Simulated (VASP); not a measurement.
A run of VASP 6.6.1 is set up as follows.

INCAR

```
SYSTEM = Y3Sn
PREC = Accurate
ENCUT = 520
EDIFF = 1E-6
ISMEAR = 0
SIGMA = 0.1
LREAL = .False.
LASPH = .True.
NELM = 100
ALGO = Normal
ISIF = 2
LWAVE = .False.
LCHARG = .False.
GGA = PS
NBANDS = 32
```

File KPOINTS:

```
regular mesh
0
Gamma
  10 10 10
  0 0 0
```

The input POSCAR:

```
Y3Sn
1.0
    0.0000000000      3.8198673382      3.8198673382
    3.8198673382      0.0000000000      3.8198673382
    3.8198673382      3.8198673382      0.0000000000
Y Sn
3 1
Direct
    0.0000000000      0.0000000000      0.0000000000
    0.2500000000      0.2500000000      0.2500000000
    0.7500000000      0.7500000000      0.7500000000
    0.5000000000      0.5000000000      0.5000000000
```

Potentials or basis: VASP PAW PBE potentials, release 64 (Y_sv, Sn_d).

Run with:

```sh
$ cat potpaw_PBE.64/Y_sv/POTCAR potpaw_PBE.64/Sn_d/POTCAR > POTCAR
$ mpirun -np 1 vasp_std > vasp.out
```

Task: Predict the pressure.

Result: -1.9 GPa.

Caveat: the cell differs from its parent crystal (strained); the PAW data sets were made with another functional, which shifts forces and pressure a little.
